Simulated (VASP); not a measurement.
Here is a VASP 6.6.1 calculation.

INCAR

```
SYSTEM = Al3P2
  ALGO = Normal
  EDIFF = 1E-7
  EDIFFG = -0.01
  ENCUT = 600
  GGA = PE
  IBRION = 2
  ISIF = 3
  ISMEAR = 0
  LASPH = .TRUE.
  LCHARG = .FALSE.
  LREAL = .FALSE.
  LWAVE = .FALSE.
  NELM = 100
  NSW = 100
  PREC = Accurate
  SIGMA = 0.1
```

Contents of KPOINTS:

```
k-points
0
G
  12 12 8
  0 0 0
```

POSCAR

```
Al3P2
1.0
    4.2538767800      0.0000000000      0.0000000000
   -2.1269383900      3.6839653600      0.0000000000
    0.0000000000      0.0000000000      5.2236065400
Al P
3 2
Direct
    0.0000000000      0.0000000000      0.7454000100
    0.0000000000      0.0000000000      0.2545999900
    0.6666666700      0.3333333300      0.0000000000
    0.6666666700      0.3333333300      0.5000000000
    0.3333333300      0.6666666700      0.0000000000
```

Potentials or basis: VASP PAW PBE potentials, release 64 (Al, P).

Command:

```sh
$ cat potpaw_PBE.64/Al/POTCAR potpaw_PBE.64/P/POTCAR > POTCAR
$ mpirun -np 1 vasp_std > vasp.out
```

**Question.** Predict the relaxed cell.

**Answer.** a = 3.992 Å, b = 3.992 Å, c = 6.533 Å, α = 90.00°, β = 90.00°, γ = 120.00°.

**Question.** Estimate the space group after relaxing (to 0.1 Å).

**Answer.** P-6m2 (No. 187).

The path:
```
step  energy change (eV)  largest force (eV/Å)  pressure (GPa)  volume (Å³)
   1              0.0000                0.2876            3.18        81.86
   2             -0.0797                0.2243           -0.60        85.75
   3             -0.0831                0.2200           -1.56        86.94
   4             -0.1194                0.1957           -0.70        86.08
   5             -0.1707                0.1286            1.71        84.02
   6             -0.0136                0.1727           10.02        79.40
   7             -0.1836                0.0564            3.05        83.10
   8             -0.1829                0.0688            3.81        82.65
   9             -0.1952                0.0958            3.85        82.90
  10             -0.2167                0.0472            4.01        83.59
  11             -0.2171                0.0448            4.70        84.77
  12             -0.2646                0.0189            2.55        87.26
  13             -0.2849                0.1241           -0.34        91.22
  14             -0.2858                0.1062            0.10        90.56
  15             -0.2857                0.1030            0.18        90.45
  16             -0.2868                0.0613            0.15        90.43
  17             -0.2876                0.0232            0.09        90.38
  18             -0.2877                0.0182            0.01        90.47
  19             -0.2877                0.0116           -0.09        90.58
  20             -0.2877                0.0144           -0.05        90.53
  21             -0.2877                0.0106           -0.04        90.51
  22             -0.2878                0.0008           -0.03        90.45
  23             -0.2878                0.0235           -0.01        90.32
  24             -0.2878                0.0231           -0.01        90.31
  25             -0.2879                0.0218            0.00        90.26
  26             -0.2879                0.0195            0.01        90.16
  27             -0.2879                0.0155            0.03        89.96
  28             -0.2880                0.0176            0.02        90.08
  29             -0.2880                0.0113            0.00        90.11
  30             -0.2880                0.0022           -0.02        90.14
```

Caveat: a cell axis changed by over 15 % at a fixed basis, so the end point is rough.
